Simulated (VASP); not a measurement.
# Ca (Im-3m) in VASP: notebook

The runs below take Ca through single point, relaxation of cell and atoms, with PBEsol.

Program: VASP 6.6.1. These are calculated values, not measurements. Logs are shortened: lines on timing, memory, paths and dates and some standing lists are left out, and cuts for length are marked.

### Step 1. The cell of the first run

It takes space group Im-3m (No. 229, cubic). The conventional cell has a = 4.322 Å, b = 4.322 Å, c = 4.322 Å, α = 90.00°, β = 90.00°, γ = 90.00°. Within 4.9 Å of Ca (site symmetry m-3m) lie 14 Ca at 3.74 to 4.32 Å.

### Step 2. Single point, PBEsol

File INCAR:

```
SYSTEM = Ca
PREC     = Accurate       ! precision mode
ENCUT    = 520            ! plane-wave cutoff, eV
EDIFF    = 1E-7           ! SCF threshold, eV
ISMEAR   = 0              ! smearing method
SIGMA    = 0.1            ! smearing width, eV
LREAL    = .FALSE.        ! projectors in reciprocal space
LASPH    = .TRUE.         ! aspherical terms in the spheres
NELM     = 80             ! most SCF steps
ALGO     = Fast           ! electronic algorithm
ISIF     = 2              ! what is computed and relaxed
LWAVE    = .FALSE.        ! write WAVECAR
LCHARG   = .FALSE.        ! write CHGCAR
GGA      = PS             ! functional
NBANDS   = 11             ! bands
```

File KPOINTS:

```
regular mesh
0
G
  14 14 14
  0 0 0
```

File POSCAR:

```
Ca
1.0
   -2.1611894520      2.1611894520      2.1611894520
    2.1611894520     -2.1611894520      2.1611894520
    2.1611894520      2.1611894520     -2.1611894520
Ca
1
Direct
    0.0000000000      0.0000000000      0.0000000000
```

Potentials or basis: VASP PAW PBE potentials, release 64 (Ca_sv).

Command:

```bash
$ cat potpaw_PBE.64/Ca_sv/POTCAR > POTCAR
$ mpirun -np 1 vasp_std > vasp.out
```

OUTCAR:

```text
SYSTEM = Ca
   PREC = Accurate
   ENCUT = 520
   EDIFF = 1E-7
   ISMEAR = 0
   LREAL = .FALSE.
   LASPH = .TRUE.
   NELM = 80
   ISIF = 2
   GGA = PS

 ion  position               nearest neighbor table
   1  0.000  0.000  0.000-

  LATTYP: Found a body centered cubic cell.
 ALAT       =     4.3223789040

  Lattice vectors:

 A1 = (  -2.1611894520,   2.1611894520,   2.1611894520)
 A2 = (   2.1611894520,  -2.1611894520,   2.1611894520)
 A3 = (   2.1611894520,   2.1611894520,  -2.1611894520)

Analysis of symmetry for initial positions (statically):
=====================================================================
 Subroutine PRICEL returns:
 Original cell was already a primitive cell.

 Routine SETGRP: Setting up the symmetry group for a
 body centered cubic supercell.

 Subroutine GETGRP returns: Found 48 space group operations
 (whereof 48 operations were pure point group operations)
 out of a pool of 48 trial point group operations.

The static configuration has the point symmetry O_h .

Analysis of symmetry for dynamics (positions and initial velocities):
=====================================================================
 Subroutine PRICEL returns:
 Original cell was already a primitive cell.

 Routine SETGRP: Setting up the symmetry group for a
 body centered cubic supercell.

 Subroutine GETGRP returns: Found 48 space group operations
 (whereof 48 operations were pure point group operations)
 out of a pool of 48 trial point group operations.

The dynamic configuration has the point symmetry O_h .

 Subroutine INISYM returns: Found 48 space group operations
 (whereof 48 operations are pure point group operations),
 and found     1 'primitive' translations

----------------------------------------------------------------------------------------

                                     Primitive cell

  volume of cell :      40.3774

  direct lattice vectors                    reciprocal lattice vectors
    -2.161189452  2.161189452  2.161189452     0.000000000  0.231354081  0.231354081
     2.161189452 -2.161189452  2.161189452     0.231354081  0.000000000  0.231354081
     2.161189452  2.161189452 -2.161189452     0.231354081  0.231354081  0.000000000

  length of vectors
     3.743289936  3.743289936  3.743289936     0.327184079  0.327184079  0.327184079

[... 77 lines left out ...]
   NELM   =     80;   NELMIN=  2; NELMDL= -5     # of ELM steps
   EDIFF  = 0.1E-06   stopping-criterion for ELM
   LREAL  =      F    real-space projection
   EDIFFG = 0.1E-05   stopping-criterion for IOM
   NSW    =      0    number of steps for IOM
   IBRION =     -1    ionic relax: 0-MD 1-quasi-New 2-CG
   NFREE  =      0    steps in history (QN), initial steepest desc. (CG)
   ISIF   =      2    stress and relaxation
   ISYM   =      2    0-nonsym 1-usesym 2-fastsym
   POTIM  = 0.5000    time-step for ionic-motion
   TEBEG  =    0.0;   TEEND  =   0.0 temperature during run
   PSTRESS=    0.0 pullay stress
   NELECT =      10.0000    total number of electrons
   NUPDOWN=      -1.0000    fix difference up-down
   EMIN   =  10.00;   EMAX   =-10.00  energy-range for DOS
   EFERMI =   0.00;   METHOD = LEGACY
   ISMEAR =     0;   SIGMA  =   0.10  broadening in eV -4-tet -1-fermi 0-gaus
   EFERMI_NEDOS =   21; number of points for ismear=-14 and -15
   IALGO  =     68    algorithm
   IMIX   =      4    mixing-type and parameters
     AMIX     =   0.40;   BMIX     =  1.00
     AMIX_MAG =   1.60;   BMIX_MAG =  1.00
  volume/ion in A,a.u.               =      40.38       272.48
  Fermi-wavevector in a.u.,A,eV,Ry     =   1.028084  1.942797 14.380773  1.056957
  Thomas-Fermi vector in A             =   2.162062
   LORBIT       =      0    0 simple, 1 ext, 2 COOP (PROOUT), +10 PAW based schemes
   GGA     = PS    functional components
   LHFCALC =     F    Hartree Fock is set to
   AEXX    =    0.0000 exact exchange contribution
   IVDW    =     0    specifies the selected vdW correction
   LEPSILON=     F    determine dielectric tensor
   LRPA    =     F    only Hartree local field effects (RPA)
 non-spin polarized calculation
 RMM-DIIS sequential band-by-band and
 Gauss-broadening in eV      SIGMA  =   0.10
  energy-cutoff  :      520.00
  volume of cell :       40.38
 maximum number of plane-waves:      1112
   NGX = 13   NGY = 13   NGZ = 13

 number of electron      10.0000002 magnetization

 Free energy of the ion-electron system (eV)
  ---------------------------------------------------
  ext. energy  EPLUGINS =         0.00000000
  ---------------------------------------------------
  free energy    TOTEN  =        -2.12123709 eV

  energy without entropy =       -2.11307161  energy(sigma->0) =       -2.11715435

 E-fermi :   2.1280     XC(G=0):  -7.9496

 val. band max:        2.1110486786   @ k =   0.5000   0.5000   0.1429
 cond. band min:       2.1279843666   @ k =   0.5000   0.5000   0.0714
 fundamental gap:      0.0169356879
 Fermi energy:         2.1279740632

 k-point     1 :       0.0000    0.0000    0.0000
  band No.  band energies     occupation
      1     -39.6575      2.00000
      2     -20.6421      2.00000
      3     -20.6421      2.00000
      4     -20.6421      2.00000
      5      -2.0417      2.00000
      6       4.4629      0.00000
      7       4.4629      0.00000
      8       4.4629      0.00000
      9       5.5808      0.00000
     10       5.5808      0.00000
     11      12.5521      0.00000
[... 309 lines left out ...]
 k-point    24 :       0.3571    0.2857    0.0000
  band No.  band energies     occupation
      1     -39.6365      2.00000
      2     -20.7701      2.00000
      3     -20.7443      2.00000
      4     -20.6627      2.00000
      5       2.1326      0.94752
      6       2.2308      0.14571
      7       2.7447      0.00000
      8       5.6172      0.00000
      9       5.7816      0.00000
     10       6.9293      0.00000
     11       7.4719      0.00000

 [... further k-points ...]
[... 5 lines left out ...]
  --------------------------------------------------------------------------------------
  -------------------------------------------------------------------------------------
  Total        0.0022182      0.0022182      0.0022182      0.0000000      0.0000000      0.0000000
  in kB        0.0880179      0.0880179      0.0880179      0.0000000      0.0000000      0.0000000
  external PRESSURE =       0.0880179 kB  Pullay stress =       0.0000000 kB

 VOLUME and BASIS-vectors are now :
 -----------------------------------------------------------------------------
  energy-cutoff  :      520.00
  volume of cell :       40.38
      direct lattice vectors                 reciprocal lattice vectors
    -2.161189452  2.161189452  2.161189452     0.000000000  0.231354081  0.231354081
     2.161189452 -2.161189452  2.161189452     0.231354081  0.000000000  0.231354081
     2.161189452  2.161189452 -2.161189452     0.231354081  0.231354081  0.000000000

 POSITION                                       TOTAL-FORCE (eV/Angst)
 -----------------------------------------------------------------------------------
      0.00000      0.00000      0.00000        -0.000000      0.000000     -0.000000
 -----------------------------------------------------------------------------------
    total drift:                               -0.000000     -0.000000     -0.000000

  FREE ENERGIE OF THE ION-ELECTRON SYSTEM (eV)
  ---------------------------------------------------
  free  energy   TOTEN  =        -2.1212370884 eV

  energy  without entropy=       -2.1130716060  energy(sigma->0) =       -2.11715435
```

stdout:

```text
POSCAR found type information on POSCAR Ca
 POSCAR found :  1 types and       1 ions
 scaLAPACK will be used
 -----------------------------------------------------------------------------
|                                                                             |
|                                                                             |
|     You enforced a specific xc type in the INCAR file but a different       |
|     I HOPE YOU KNOW WHAT YOU ARE DOING!                                     |
|                                                                             |
 -----------------------------------------------------------------------------

 LDA part: xc-table for (Slater+PW92), standard interpolation
 POSCAR, INCAR and KPOINTS ok, starting setup
 FFT: planning ... GRIDC
 FFT: planning ... GRID_SOFT
 FFT: planning ... GRID
 WAVECAR not read
 entering main loop
WARNING in EDDRMM: call to ZHEGV failed, returncode =   8  4      5
WARNING in EDDRMM: call to ZHEGV failed, returncode =   6  3      5
WARNING in EDDRMM: call to ZHEGV failed, returncode =   6  3      8
WARNING in EDDRMM: call to ZHEGV failed, returncode =   6  3     10
```

Wall time 21 s (1 thread of Intel Xeon 6975P-C (Granite Rapids), shared host); peak memory 0.18 GiB.

Results:

| Quantity | Value |
| --- | --- |
| Free energy | -2.1212 eV |
| Pressure | 0.0 GPa |
| Band gap on the k mesh | zero (band 5 reaches 2.36 eV, above the bottom of band 6 at 2.10 eV) |

Caveat: the PAW data sets were made with another functional, which shifts forces and pressure a little.

### Step 3. Relaxation of cell and atoms, PBEsol

This run uses another cell than the first one, of 41.00 Å³/atom, 1.015 times its volume.

File INCAR:

```
SYSTEM = Ca
ALGO     = Fast           ! electronic algorithm
EDIFF    = 1E-6           ! SCF threshold, eV
EDIFFG   = -0.01          ! ionic threshold
ENCUT    = 600            ! plane-wave cutoff, eV
GGA      = PS             ! functional
IBRION   = 2              ! ionic algorithm
ISIF     = 3              ! what is computed and relaxed
ISMEAR   = 0              ! smearing method
LASPH    = .TRUE.         ! aspherical terms in the spheres
LCHARG   = .FALSE.        ! write CHGCAR
LREAL    = .FALSE.        ! projectors in reciprocal space
LWAVE    = .FALSE.        ! write WAVECAR
NELM     = 60             ! most SCF steps
NSW      = 80             ! ionic steps
PREC     = Accurate       ! precision mode
SIGMA    = 0.1            ! smearing width, eV
```

File KPOINTS:

```
k-points
0
G
  14 14 14
  0 0 0
```

File POSCAR:

```
Ca
1.0
   -2.1721846081      2.1721846081      2.1721846081
    2.1721846081     -2.1721846081      2.1721846081
    2.1721846081      2.1721846081     -2.1721846081
Ca
1
Direct
    0.0000000000      0.0000000000      0.0000000000
```

Potentials or basis: VASP PAW PBE potentials, release 64 (Ca_sv).

Command:

```bash
$ cat potpaw_PBE.64/Ca_sv/POTCAR > POTCAR
$ mpirun -np 1 vasp_std > vasp.out
```

Run time: 48 s. Hardware: 1 thread of Intel Xeon 6975P-C (Granite Rapids), shared host; peak memory 0.2 GiB.

It converged, with:

* Free energy: -2.1214 eV
* Relaxed volume: 40.40 Å³/atom
* Relaxed cell: a = 3.744 Å, b = 3.744 Å, c = 3.744 Å, α = 109.47°, β = 109.47°, γ = 109.47°
* Space group after relaxing (to 0.05 Å): Im-3m (No. 229)
* Energy gained by relaxing: 0.4 meV/atom
* Ionic steps: 3
* Pressure after relaxing: 0.0 GPa
* Band gap on the k mesh: zero (band 5 reaches 2.36 eV, above the bottom of band 6 at 2.09 eV)

Step by step:
| step | energy change (eV) | largest force (eV/Å) | pressure (GPa) | volume (Å³) |
| --- | --- | --- | --- | --- |
| 1 | 0.0000 | 0.0000 | -0.21 | 41.00 |
| 2 | -0.0003 | 0.0000 | -0.10 | 40.67 |
| 3 | -0.0004 | 0.0000 | 0.01 | 40.40 |

Final structure:
```cif
data_structure
_symmetry_space_group_name_H-M 'P 1'
_symmetry_Int_Tables_number 1
_cell_length_a 3.7441
_cell_length_b 3.7441
_cell_length_c 3.7441
_cell_angle_alpha 109.471
_cell_angle_beta 109.471
_cell_angle_gamma 109.471
_cell_volume 40.40
loop_
_atom_site_label
_atom_site_type_symbol
_atom_site_fract_x
_atom_site_fract_y
_atom_site_fract_z
_atom_site_occupancy
Ca1 Ca 0.00000 0.00000 0.00000 1
```

Levels at points of the mesh, in eV from the Fermi level:
```
           k point  band 1  band 2  band 3  band 4  band 5  band 6  band 7  band 8  band 9
(0.00, 0.00, 0.00)  -41.79  -22.77  -22.77  -22.77   -4.17    2.33    2.33    2.33    3.45
(0.50, 0.00, 0.00)  -41.77  -22.94  -22.83  -22.77   -0.95    0.01    1.32    3.35    3.74
(0.50, 0.50, 0.50)  -41.75  -22.89  -22.89  -22.89   -0.02   -0.02    4.07    4.07    4.08
```

Caveat: the PAW data sets were made with another functional, which shifts forces and pressure a little.
